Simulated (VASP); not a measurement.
Write the native input for VASP 6.6.1 that does the following.

```yaml
Task: single point
Functional: LDA
Potentials_or_basis: VASP PAW LDA potentials, release 64 (Cd)
Cutoff: 500 eV
k_mesh: 8 × 8 × 12
Occupations: fermi-dirac, width 0.1 eV
Spin: no spin polarisation
Dipole_correction: no
Further_INCAR_settings: ALGO = Normal; EDIFF = 1e-06; NBANDS = 25
```

The structure of Cd lies in POSCAR:

```
Cd
1.0
    4.7908090616      0.0000000000      0.0000000000
   -2.3954045308      4.1489623520      0.0000000000
    0.0000000000      0.0000000000      2.8504307377
Cd
3
Direct
    0.0000000000      0.0000000000      0.0000000000
    0.3333333333      0.6666666667      0.5000000000
    0.6666666667      0.3333333333      0.5000000000
```

This isn't the form of Cd at room conditions, which is hcp.

These files were run (other wordings do the same):

INCAR

```
PREC = Accurate ; ENCUT = 500
EDIFF = 1E-6 ; ISMEAR = -1
SIGMA = 0.1 ; LREAL = False
LASPH = True ; NELM = 120
ALGO = Normal ; ISIF = 2
LWAVE = False ; LCHARG = False
NBANDS = 25 ; GGA_COMPAT = False
```

KPOINTS

```
Automatic mesh
0
Gamma
  8 8 12
```

Potentials or basis: VASP PAW LDA potentials, release 64 (Cd).

Command:

```sh
$ cat potpaw_LDA.64/Cd/POTCAR > POTCAR
$ mpirun -np 1 vasp_std > vasp.out
```

Results of the run:

The pressure is 7.6 GPa and the band gap on the k mesh is zero (bands 18 and 19 overlap by 4.39 eV).

Caveat: the cell stands under pressure.

Run time: 69 s on 1 thread of Intel(R) Xeon(R) Platinum 8259CL CPU @ 2.50GHz (Skylake/Cascade Lake) (shared host), peak memory 0.2 GiB.
